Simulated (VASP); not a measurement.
In4P:

```
In P
1.0
     5.48094    0.00000    0.00000
     0.00000    5.48094    0.00000
     0.00000    0.00000    5.48094
In P
4 1
Direct
  0.50000 0.00000 0.00000
  0.00000 0.50000 0.00000
  0.00000 0.00000 0.50000
  0.00000 0.00000 0.00000
  0.50000 0.50000 0.50000
```

The cell was generated, and may not be a known phase.

| Item | Value |
| --- | --- |
| Program | VASP 6.6.1 |
| Task | relaxation of cell and atoms |
| Functional | PBE |
| Potentials or basis | VASP PAW PBE potentials, release 64 (In_d, P) |
| Cutoff | 600 eV |
| k mesh | 8 × 8 × 8 |
| Occupations | gaussian, width 0.1 eV |
| Spin | no spin polarisation |

At the start: pressure 0.8 GPa; volume 32.93 Å³/atom.

**Question.** How do energy, volume and symmetry change on relaxing?

**Answer.** Over 3 steps the energy falls by 2.2 meV/atom and the volume is 33.89 Å³/atom (+2.9 %); space group Pm-3m (No. 221, to 0.1 Å) before and after.

The path:
| step | energy change (eV) | largest force (eV/Å) | pressure (GPa) | volume (Å³) |
| --- | --- | --- | --- | --- |
| 1 | 0.0000 | 0.0000 | 0.78 | 164.65 |
| 2 | -0.0107 | 0.0000 | 0.14 | 168.48 |
| 3 | -0.0111 | 0.0000 | 0.00 | 169.43 |

Final structure:
```yaml
crystal:
  lattice:
    - [5.53342, 0.00000, 0.00000]
    - [0.00000, 5.53342, 0.00000]
    - [0.00000, 0.00000, 5.53342]
  atoms:
    - { symbol: In, position: [0.50000, 0.00000, 0.00000] }
    - { symbol: In, position: [0.00000, 0.50000, 0.00000] }
    - { symbol: In, position: [0.00000, 0.00000, 0.50000] }
    - { symbol: In, position: [0.00000, 0.00000, 0.00000] }
    - { symbol: P, position: [0.50000, 0.50000, 0.50000] }
```
